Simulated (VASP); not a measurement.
# BaAgF3 (Pm-3m) in VASP: electric field gradients with PBE

Aim: the electric field gradients of BaAgF3 with PBE.

All numbers are computed with VASP 6.6.1; they aren't measurements. Logs are shortened: lines on timing, memory, paths and dates and some standing lists are left out, and cuts for length are marked.

## Step 1: The cell of the first run

The structure is cubic, space group Pm-3m (No. 221). Conventional cell: a = 4.579 Å, b = 4.579 Å, c = 4.579 Å, α = 90.00°, β = 90.00°, γ = 90.00°. Ba (site symmetry m-3m) has 12 F at 3.24 Å and 8 Ag at 3.97 Å within 4.3 Å. Ag (site symmetry m-3m) has 6 F at 2.29 Å within 3.0 Å. Within 3.0 Å of F (site symmetry 4/mmm) lie 2 Ag at 2.29 Å.

## Step 2: Electric field gradients, PBE

File INCAR:

```
  ALGO = Normal
  EDIFF = 1E-8
  ENCUT = 520
  GGA = PE
  ISIF = 2
  ISMEAR = 0
  LASPH = T
  LCHARG = F
  LEFG = T
  LREAL = F
  LWAVE = F
  NBANDS = 29
  NELM = 100
  PREC = Accurate
  SIGMA = 0.01
```

File KPOINTS:

```
k-points
0
Gamma
  8 8 8
```

File POSCAR:

```
BaAgF3
1.0
    4.5791502339      0.0000000000      0.0000000000
    0.0000000000      4.5791502339      0.0000000000
    0.0000000000      0.0000000000      4.5791502339
Ba Ag F
1 1 3
Direct
    0.0000000000      0.0000000000      0.0000000000
    0.5000000000      0.5000000000      0.5000000000
    0.0000000000      0.5000000000      0.5000000000
    0.5000000000      0.5000000000      0.0000000000
    0.5000000000      0.0000000000      0.5000000000
```

Potentials or basis: VASP PAW PBE potentials, release 64 (Ba_sv, Ag, F).

The run is started by

```
> cat potpaw_PBE.64/Ba_sv/POTCAR potpaw_PBE.64/Ag/POTCAR potpaw_PBE.64/F/POTCAR > POTCAR
> mpirun -np 1 vasp_std > vasp.out
```

OUTCAR:

```text
EDIFF = 1E-8
   ENCUT = 520
   GGA = PE
   ISIF = 2
   ISMEAR = 0
   LASPH = T
   LREAL = F
   NELM = 100
   PREC = Accurate

 ion  position               nearest neighbor table
   1  0.000  0.000  0.000-   3 3.24   4 3.24   5 3.24   3 3.24   5 3.24   3 3.24   4 3.24   3 3.24
                             4 3.24   5 3.24   5 3.24   4 3.24   2 3.97   2 3.97   2 3.97   2 3.97
   2  0.500  0.500  0.500-   3 2.29   4 2.29   5 2.29   4 2.29   5 2.29   3 2.29   1 3.97   1 3.97
                             1 3.97   1 3.97   1 3.97   1 3.97   1 3.97   1 3.97
   3  0.000  0.500  0.500-   2 2.29   2 2.29   1 3.24   1 3.24   1 3.24   1 3.24
   4  0.500  0.500  0.000-   2 2.29   2 2.29   1 3.24   1 3.24   1 3.24   1 3.24
   5  0.500  0.000  0.500-   2 2.29   2 2.29   1 3.24   1 3.24   1 3.24   1 3.24

  LATTYP: Found a simple cubic cell.
 ALAT       =     4.5791502339

  Lattice vectors:

 A1 = (   4.5791502339,   0.0000000000,   0.0000000000)
 A2 = (   0.0000000000,   4.5791502339,   0.0000000000)
 A3 = (   0.0000000000,   0.0000000000,   4.5791502339)

Analysis of symmetry for initial positions (statically):
=====================================================================
 Subroutine PRICEL returns:
 Original cell was already a primitive cell.

 Routine SETGRP: Setting up the symmetry group for a
 simple cubic supercell.

 Subroutine GETGRP returns: Found 48 space group operations
 (whereof 48 operations were pure point group operations)
 out of a pool of 48 trial point group operations.

The static configuration has the point symmetry O_h .

Analysis of symmetry for dynamics (positions and initial velocities):
=====================================================================
 Subroutine PRICEL returns:
 Original cell was already a primitive cell.

 Routine SETGRP: Setting up the symmetry group for a
 simple cubic supercell.

 Subroutine GETGRP returns: Found 48 space group operations
 (whereof 48 operations were pure point group operations)
 out of a pool of 48 trial point group operations.

The dynamic configuration has the point symmetry O_h .

 Subroutine INISYM returns: Found 48 space group operations
 (whereof 48 operations are pure point group operations),
 and found     1 'primitive' translations

----------------------------------------------------------------------------------------

                                     Primitive cell

  volume of cell :      96.0184

  direct lattice vectors                    reciprocal lattice vectors
     4.579150234  0.000000000  0.000000000     0.218381129  0.000000000  0.000000000
     0.000000000  4.579150234  0.000000000     0.000000000  0.218381129  0.000000000
     0.000000000  0.000000000  4.579150234     0.000000000  0.000000000  0.218381129

  length of vectors
     4.579150234  4.579150234  4.579150234     0.218381129  0.218381129  0.218381129

  position of ions in fractional coordinates (direct lattice)
     0.000000000  0.000000000  0.000000000
     0.500000000  0.500000000  0.500000000
     0.000000000  0.500000000  0.500000000
     0.500000000  0.500000000  0.000000000
     0.500000000  0.000000000  0.500000000

  ion indices of the primitive-cell ions
   primitive index   ion index
                 1           1
                 2           2
                 3           3
                 4           4
                 5           5

----------------------------------------------------------------------------------------

 KPOINTS: k-points

Automatic generation of k-mesh.
 Grid dimensions read from file:
 generate k-points for:    8    8    8

 Generating k-lattice:

  Cartesian coordinates                     Fractional coordinates (reciprocal lattice)
     0.027297641  0.000000000  0.000000000     0.125000000  0.000000000  0.000000000
     0.000000000  0.027297641  0.000000000     0.000000000  0.125000000  0.000000000
     0.000000000  0.000000000  0.027297641     0.000000000  0.000000000  0.125000000

  Length of vectors
     0.027297641  0.027297641  0.027297641

  Shift w.r.t. Gamma in fractional coordinates (k-lattice)
     0.000000000  0.000000000  0.000000000

 Subroutine IBZKPT returns following result:
 ===========================================

 Found     35 irreducible k-points:

 Following reciprocal coordinates:
            Coordinates               Weight
  0.000000  0.000000  0.000000      1.000000
  0.125000  0.000000  0.000000      6.000000
  0.250000  0.000000  0.000000      6.000000
  0.375000  0.000000  0.000000      6.000000
  0.500000  0.000000  0.000000      3.000000
  0.125000  0.125000  0.000000     12.000000
[... 16 lines left out ...]
  0.375000  0.375000  0.125000     24.000000
  0.500000  0.375000  0.125000     24.000000
 [... further k-points ...]
   k-points           NKPTS =     35   k-points in BZ     NKDIM =     35   number of bands    NBANDS=     29
   number of dos      NEDOS =    301   number of ions     NIONS =      5
   total plane-waves  NPLWV =  46656
   dimension x,y,z NGX =    36 NGY =   36 NGZ =   36
   dimension x,y,z NGXF=    72 NGYF=   72 NGZF=   72
   ions per type =               1   1   3
   NGX,Y,Z   is equivalent  to a cutoff of  13.07, 13.07, 13.07 a.u.
   NGXF,Y,Z  is equivalent  to a cutoff of  26.14, 26.14, 26.14 a.u.
 SYSTEM =  unknown system
   PREC   = accura    normal or accurate (medium, high low for compatibility)
   ISTART =      0    job   : 0-new  1-cont  2-samecut
   ICHARG =      2    charge: 1-file 2-atom 10-const
   ISPIN  =      1    spin polarized calculation?
   LNONCOLLINEAR =      F non collinear calculations
   LSORBIT =      F    spin-orbit coupling
   LASPH  =      T    aspherical Exc in radial PAW
   ENCUT  =  520.0 eV  38.22 Ry    6.18 a.u.   8.51  8.51  8.51*2*pi/ulx,y,z
   NELM   =    100;   NELMIN=  2; NELMDL= -5     # of ELM steps
   EDIFF  = 0.1E-07   stopping-criterion for ELM
   LREAL  =      F    real-space projection
   EDIFFG = 0.1E-06   stopping-criterion for IOM
   NSW    =      0    number of steps for IOM
   IBRION =     -1    ionic relax: 0-MD 1-quasi-New 2-CG
   NFREE  =      0    steps in history (QN), initial steepest desc. (CG)
   ISIF   =      2    stress and relaxation
   ISYM   =      2    0-nonsym 1-usesym 2-fastsym
   POTIM  = 0.5000    time-step for ionic-motion
   TEBEG  =    0.0;   TEEND  =   0.0 temperature during run
   PSTRESS=    0.0 pullay stress
   NELECT =      42.0000    total number of electrons
   NUPDOWN=      -1.0000    fix difference up-down
   EMIN   =  10.00;   EMAX   =-10.00  energy-range for DOS
   EFERMI =   0.00;   METHOD = LEGACY
   ISMEAR =     0;   SIGMA  =   0.01  broadening in eV -4-tet -1-fermi 0-gaus
   EFERMI_NEDOS =   21; number of points for ismear=-14 and -15
   IALGO  =     38    algorithm
   IMIX   =      4    mixing-type and parameters
     AMIX     =   0.40;   BMIX     =  1.00
     AMIX_MAG =   1.60;   BMIX_MAG =  1.00
  volume/ion in A,a.u.               =      19.20       129.59
  Fermi-wavevector in a.u.,A,eV,Ry     =   1.242719  2.348399 21.012174  1.544351
  Thomas-Fermi vector in A             =   2.377061
   LORBIT       =      0    0 simple, 1 ext, 2 COOP (PROOUT), +10 PAW based schemes
   GGA     = PE    functional components
   LHFCALC =     F    Hartree Fock is set to
   AEXX    =    0.0000 exact exchange contribution
   IVDW    =     0    specifies the selected vdW correction
   LEPSILON=     F    determine dielectric tensor
   LRPA    =     F    only Hartree local field effects (RPA)
 non-spin polarized calculation
 Gauss-broadening in eV      SIGMA  =   0.01
  energy-cutoff  :      520.00
  volume of cell :       96.02
 maximum number of plane-waves:      2612
 NGX is ok and might be reduce to    36
   NGX = 17   NGY = 17   NGZ = 17

 number of electron      42.0000034 magnetization

 Free energy of the ion-electron system (eV)
  ---------------------------------------------------
  ext. energy  EPLUGINS =         0.00000000
  ---------------------------------------------------
  free energy    TOTEN  =       -21.88993172 eV

  energy without entropy =      -21.88993172  energy(sigma->0) =      -21.88993172

 E-fermi :   3.2949     XC(G=0):  -9.0945

 val. band max:        3.2436696603   @ k =   0.5000   0.5000   0.5000
 cond. band min:       3.5015657928   @ k =   0.0000   0.0000   0.0000
 fundamental gap:      0.2578961325
 Fermi energy:         3.2949382106

 k-point     1 :       0.0000    0.0000    0.0000
  band No.  band energies     occupation
      1     -26.1675      2.00000
      2     -20.1716      2.00000
      3     -19.9669      2.00000
      4     -19.9669      2.00000
      5     -11.1660      2.00000
      6     -11.1660      2.00000
[... 21 lines left out ...]
     28       9.3506      0.00000
     29      12.0052      0.00000

 k-point     2 :       0.1250    0.0000    0.0000
  band No.  band energies     occupation
      1     -26.1656      2.00000
      2     -20.1652      2.00000
      3     -19.9711      2.00000
      4     -19.9668      2.00000
      5     -11.1755      2.00000
      6     -11.1622      2.00000
[... 21 lines left out ...]
     28       9.2688      0.00000
     29      12.0736      0.00000

 k-point     3 :       0.2500    0.0000    0.0000
  band No.  band energies     occupation
      1     -26.1611      2.00000
      2     -20.1501      2.00000
      3     -19.9805      2.00000
      4     -19.9657      2.00000
      5     -11.1984      2.00000
      6     -11.1531      2.00000
[... 638 lines left out ...]
      5     -11.2560      2.00000
      6     -11.2425      2.00000
[... 21 lines left out ...]
     28       9.5912      0.00000
     29       9.9913      0.00000

 k-point    24 :       0.5000    0.3750    0.1250
  band No.  band energies     occupation
      1     -26.1443      2.00000
      2     -20.0542      2.00000
      3     -20.0030      2.00000
      4     -19.9910      2.00000
      5     -11.2667      2.00000
      6     -11.2533      2.00000
[... 21 lines left out ...]
     28       8.8146      0.00000
     29      10.2314      0.00000

 [... further k-points ...]

------------------------ aborting loop because EDIFF is reached ----------------------------------------

  FORCE on cell =-STRESS in cart. coord.  units (eV):
  Direction    XX          YY          ZZ          XY          YZ          ZX
  --------------------------------------------------------------------------------------
  -------------------------------------------------------------------------------------
  Total       -0.0041610     -0.0041610     -0.0041610     -0.0000000      0.0000000      0.0000000
  in kB       -0.0694311     -0.0694311     -0.0694311     -0.0000000      0.0000000      0.0000000
  external PRESSURE =      -0.0694311 kB  Pullay stress =       0.0000000 kB

 VOLUME and BASIS-vectors are now :
 -----------------------------------------------------------------------------
  energy-cutoff  :      520.00
  volume of cell :       96.02
      direct lattice vectors                 reciprocal lattice vectors
     4.579150234  0.000000000  0.000000000     0.218381129  0.000000000  0.000000000
     0.000000000  4.579150234  0.000000000     0.000000000  0.218381129  0.000000000
     0.000000000  0.000000000  4.579150234     0.000000000  0.000000000  0.218381129

 POSITION                                       TOTAL-FORCE (eV/Angst)
 -----------------------------------------------------------------------------------
      0.00000      0.00000      0.00000         0.000000      0.000000      0.000000
      2.28958      2.28958      2.28958         0.000000      0.000000      0.000000
      0.00000      2.28958      2.28958         0.000000      0.000000      0.000000
      2.28958      2.28958      0.00000         0.000000      0.000000      0.000000
      2.28958      0.00000      2.28958         0.000000      0.000000      0.000000
 -----------------------------------------------------------------------------------
    total drift:                                0.000000      0.000000      0.000000

  FREE ENERGIE OF THE ION-ELECTRON SYSTEM (eV)
  ---------------------------------------------------
  free  energy   TOTEN  =       -21.8899317234 eV

  energy  without entropy=      -21.8899317234  energy(sigma->0) =      -21.88993172

 Electric field gradients (V/A^2)
---------------------------------------------------------------------
 ion       V_xx      V_yy      V_zz      V_xy      V_xz      V_yz
---------------------------------------------------------------------
   1      -0.000    -0.000     0.000    -0.000     0.000    -0.000
   2       0.000     0.000     0.000     0.000     0.000    -0.000
   3      23.197   -11.599   -11.599     0.000     0.000     0.000
   4     -11.599   -11.599    23.197     0.000     0.000    -0.000
   5     -11.599    23.197   -11.599     0.000     0.000     0.000
---------------------------------------------------------------------

 Electric field gradients after diagonalization (V/A^2)
 (convention: |V_zz| > |V_xx| > |V_yy|)
----------------------------------------------------------------------
 ion       V_xx      V_yy      V_zz     asymmetry (V_yy - V_xx)/ V_zz
----------------------------------------------------------------------
   1      -0.000    -0.000     0.000       0.189
   2       0.000     0.000     0.000      -0.434
   3     -11.599   -11.599    23.197       0.000
   4     -11.599   -11.599    23.197       0.000
   5     -11.599   -11.599    23.197       0.000
----------------------------------------------------------------------

           NMR quadrupolar parameters

 Cq : quadrupolar parameter    Cq=e*Q*V_zz/h
 eta: asymmetry parameters     (V_yy - V_xx)/ V_zz
 Q  : nuclear electric quadrupole moment in mb (millibarn)
----------------------------------------------------------------------
 ion       Cq(MHz)       eta       Q (mb)
----------------------------------------------------------------------
   1       0.000       0.189       1.000
   2       0.000      -0.434       1.000
   3       0.056       0.000       1.000
   4       0.056       0.000       1.000
   5       0.056       0.000       1.000
----------------------------------------------------------------------
```

It took 70 s on 1 thread of Intel Xeon 8259CL, shared host; peak memory 0.24 GiB.

What came out:

```yaml
Free_energy: -21.8899 eV
Pressure: 0.0 GPa
Band_gap_on_the_k_mesh: 0.26 eV (least direct gap 2.13 eV)
Largest_electric_field_gradient_by_atom: Ba -0.0; Ag +0.0; F +23.2 V/Å²
```

Levels at points of the mesh, in eV from the valence-band top:
```
           k point  band 17  band 18  band 19  band 20  band 21  band 22  band 23  band 24  band 25  band 26
(0.00, 0.00, 0.00)    -2.50    -2.50    -2.50    -1.98    -1.98     0.26     1.59     1.59     3.73     3.73
(0.50, 0.00, 0.00)    -2.47    -2.02    -2.02    -1.96    -1.03     2.15     2.30     3.32     3.71     3.76
(0.50, 0.50, 0.00)    -2.02    -2.02    -1.78    -1.61     0.00     2.38     2.86     3.94     3.94     4.74
(0.50, 0.50, 0.50)    -1.76    -1.76    -1.76     0.00     0.00     2.13     2.13     2.13     4.57     4.57
```

Electric field gradients, principal values (V/Å²):
```tsv
atom	least	middle	greatest (by size)
1 Ba	0.000	0.000	0.000
2 Ag	0.000	0.000	0.000
3 F	-11.599	-11.599	23.197
4 F	-11.599	-11.599	23.197
5 F	-11.599	-11.599	23.197
```

Caveat: semilocal functionals underestimate gaps, and a narrow one can read as zero; without QUAD_EFG the Cq values of the log hold for a quadrupole moment of 1 mb, not for the nuclei; spin-orbit coupling is left out, which moves the levels of the heavy elements.
